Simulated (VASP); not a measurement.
A run of VASP 6.6.1:

File INCAR:

```
SYSTEM = KCl
PREC = Accurate
ENCUT = 520
EDIFF = 1E-6
ISMEAR = -1
SIGMA = 0.05
LREAL = Auto
LASPH = .True.
NELM = 100
ALGO = Normal
ISIF = 2
LWAVE = .False.
LCHARG = .False.
GGA = CA
NBANDS = 78
```

The input KPOINTS:

```
Automatic mesh
0
Gamma
  1 2 1
  0 0 0
```

POSCAR

```
KCl
1.0
    8.8865540000      0.0000000000      0.0000000000
    0.0000000000      6.2837430000      0.0000000000
    0.0000000000      0.0000000000     19.6649160000
K Cl
8 8
Direct
    0.0000000000      0.0000000000      0.0508519843
    0.7702873352      0.4595350255      0.1499370758
    0.2843734478      0.4596782523      0.1414803908
    0.5000025882      0.0000000000      0.0508519843
    0.5507759251      0.0354406601      0.2830980819
    0.2433901825      0.3788665450      0.3648121355
    0.7678566968      0.5734161948      0.3469986854
    0.0312382055     -0.0071772509      0.2601333258
    0.2417697569     -0.0152775185      0.1484267718
    0.5000025882      0.5000045355      0.0508519843
    0.0000000000      0.5000045355      0.0508519843
    0.7602159397     -0.1004974265      0.1535221406
    0.8113718771      0.0957072878      0.3872022642
    0.0276597655      0.4690039042      0.2467795947
    0.4936896799      0.4857136901      0.2683764324
    0.2648270634     -0.0951025527      0.3540569408
```

Potentials or basis: VASP PAW LDA potentials, release 64 (K_sv, Cl).

Run with:

```sh
$ cat potpaw_LDA.64/K_sv/POTCAR potpaw_LDA.64/Cl/POTCAR > POTCAR
$ mpirun -np 1 vasp_std > vasp.out
```

Hardware: 1 thread of Intel(R) Xeon(R) 6975P-C (Granite Rapids) (shared host).

**Question.** Estimate the wall time of this run.

**Answer.** Wall time 3.8 min on 1 thread of Intel(R) Xeon(R) 6975P-C (Granite Rapids), on a shared host, peak memory 0.67 GiB. Counts: scf iterations 28, k points 2.
